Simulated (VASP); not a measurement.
Set up this calculation in VASP 6.6.1, as the native input.

- Task: single point
- Functional: PBE
- Potentials or basis: VASP PAW PBE potentials, release 64 (Ta_pv, N, H)
- Cutoff: 520 eV
- k mesh: 5 × 5 × 5
- Occupations: gaussian, width 0.1 eV
- Spin: no spin polarisation
- Dipole correction: no
- Further INCAR settings: LREAL = Auto; ALGO = Normal; EDIFF = 1e-06; NBANDS = 78

The structure of Ta8HN8 (a cell with a defect) lies in POSCAR:

```
Ta8HN8
1.0
    0.0000000000      4.4172695543     -4.4172695543
    4.4172695543      4.4172695543      0.0000000000
    4.4172695543      0.0000000000     -4.4172695543
Ta N H
8 8 1
Direct
    0.2589778645      0.7579447202      0.2588143793
    0.2589532845      0.2237438541      0.2588000801
    0.7247131349      0.7579581962      0.2588182424
    0.7561644823      0.2551539121      0.2329818292
    0.2589844536      0.7579506642      0.7245574408
    0.2331326827      0.2551619333      0.7560024064
    0.7561297182      0.7322011983      0.7559798199
    0.7561563476      0.2551462262      0.7559968612
   -0.0248901146      0.0078491458      0.5086664689
    0.0122083981      0.5112437399      0.4647839515
    0.5088198223      0.0078761445      0.5086652108
    0.5088452343      0.4740723056      0.5086860391
    0.0122232868     -0.0360592874      1.0120640853
    0.0122067514      0.5112531485      1.0120516746
    0.5088162656      0.0078613329      0.9749466142
    0.4649407670      0.5112345764      1.0120598087
    0.8753863799      0.3744322838      0.8752323033
```

This cell differs from its parent crystal: with an interstitial atom, then relaxed in part.

The input as run:

INCAR

```
PREC = Accurate
ENCUT = 520
EDIFF = 1E-6
ISMEAR = 0
SIGMA = 0.1
LREAL = Auto
LASPH = True
NELM = 80
ALGO = Normal
ISIF = 2
LWAVE = False
LCHARG = False
GGA = PE
NBANDS = 78
```

KPOINTS

```
Automatic mesh
0
Gamma
  5 5 5
```

Potentials or basis: VASP PAW PBE potentials, release 64 (Ta_pv, N, H).

Launch:

```bash
$ cat potpaw_PBE.64/Ta_pv/POTCAR potpaw_PBE.64/N/POTCAR potpaw_PBE.64/H/POTCAR > POTCAR
$ mpirun -np 1 vasp_std > vasp.out
```

It gave:

- Pressure: 6.2 GPa
- Largest force: 0.027 eV/Å
- Band gap on the k mesh: zero (an odd number of electrons rules out a gap without spin polarisation)

Caveat: the cell differs from its parent crystal (with an interstitial atom, then relaxed in part); spin-orbit coupling is left out, which moves the levels of the heavy elements.

Run time: 28 min on 1 thread of Intel(R) Xeon(R) 6975P-C (Granite Rapids), with other jobs on the host, peak memory 0.67 GiB.
